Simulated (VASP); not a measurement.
A run of VASP 6.6.1:

File INCAR:

```
SYSTEM = BaRhS3
  ALGO = Normal
  EDIFF = 1E-7
  ENCUT = 520
  GGA = PE
  ISIF = 2
  ISMEAR = 0
  ISPIN = 2
  LASPH = .TRUE.
  LCHARG = .TRUE.
  LELF = .TRUE.
  LMAXMIX = 4
  LORBIT = 11
  LREAL = .FALSE.
  LVHAR = .TRUE.
  LWAVE = .FALSE.
  MAGMOM = 0 1 0 0 0
  NBANDS = 34
  NELM = 150
  PREC = Accurate
  SIGMA = 0.1
```

KPOINTS

```
k-points
0
G
  4 4 4
  0 0 0
```

File POSCAR:

```
BaRhS3
1.0
    4.8217324800      0.0000000000      0.0000000000
    0.0000000000      4.8217324800      0.0000000000
    0.0000000000      0.0000000000      4.8217324800
Ba Rh S
1 1 3
Direct
    0.5000000000      0.5000000000      0.5000000000
    0.0000000000      0.0000000000      0.0000000000
    0.5000000000      0.0000000000      0.0000000000
    0.0000000000      0.5000000000      0.0000000000
    0.0000000000      0.0000000000      0.5000000000
```

Potentials or basis: VASP PAW PBE potentials, release 64 (Ba_sv, Rh_pv, S).

Command:

```sh
$ cat potpaw_PBE.64/Ba_sv/POTCAR potpaw_PBE.64/Rh_pv/POTCAR potpaw_PBE.64/S/POTCAR > POTCAR
$ mpirun -np 1 vasp_std > vasp.out
```

Hardware: 1 thread of Intel(R) Xeon(R) Platinum 8375C CPU @ 2.90GHz (Ice Lake), on a shared host.

Problem. How long does it take, and how much memory?

Solution. It took 63 s on 1 thread of Intel(R) Xeon(R) Platinum 8375C CPU @ 2.90GHz (Ice Lake), with other jobs on the host, peak memory 0.27 GiB. Counts: scf iterations 18, k points 10.
